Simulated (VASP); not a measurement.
Here is a VASP 6.6.1 calculation.

The input INCAR:

```
PREC     = Accurate       # precision mode
ENCUT    = 520            # plane-wave cutoff, eV
EDIFF    = 1E-6           # SCF threshold, eV
ISMEAR   = -1             # smearing method
SIGMA    = 0.1            # smearing width, eV
LREAL    = False          # projectors in reciprocal space
LASPH    = True           # aspherical terms in the spheres
NELM     = 150            # most SCF steps
ALGO     = Normal         # electronic algorithm
ISIF     = 2              # what is computed and relaxed
LWAVE    = False          # write WAVECAR
LCHARG   = False          # write CHGCAR
ISPIN    = 2              # spin polarisation
MAGMOM   = 0 2            # initial moments
LORBIT   = 11             # projections on sites
LMAXMIX  = 4              # l up to which the mixer works
GGA      = PE             # functional
NBANDS   = 21             # bands
```

KPOINTS

```
Automatic mesh
0
Gamma
  12 12 12
```

The input POSCAR:

```
Ni
1.0
    3.5347000000      1.7673500000      1.7673500000
    1.7673500000      3.5347000000      1.7673500000
    1.7673500000      1.7673500000      3.5347000000
Ni
2
Direct
    0.0000000000      0.0000000000      0.0000000000
    0.5000000000      0.5000000000      0.5000000000
```

Potentials or basis: VASP PAW PBE potentials, release 64 (Ni).

Launch:

```bash
$ cat potpaw_PBE.64/Ni/POTCAR > POTCAR
$ mpirun -np 1 vasp_std > vasp.out
```

Q: What does it give for the pressure?

A: -2.2 GPa.

Q: Predict the site moments.

A: Ni +0.64 μB.

Stress tensor (GPa, compression positive):
```
-2.18 -0.06 -0.06
-0.06 -2.18 -0.06
-0.06 -0.06 -2.18
```
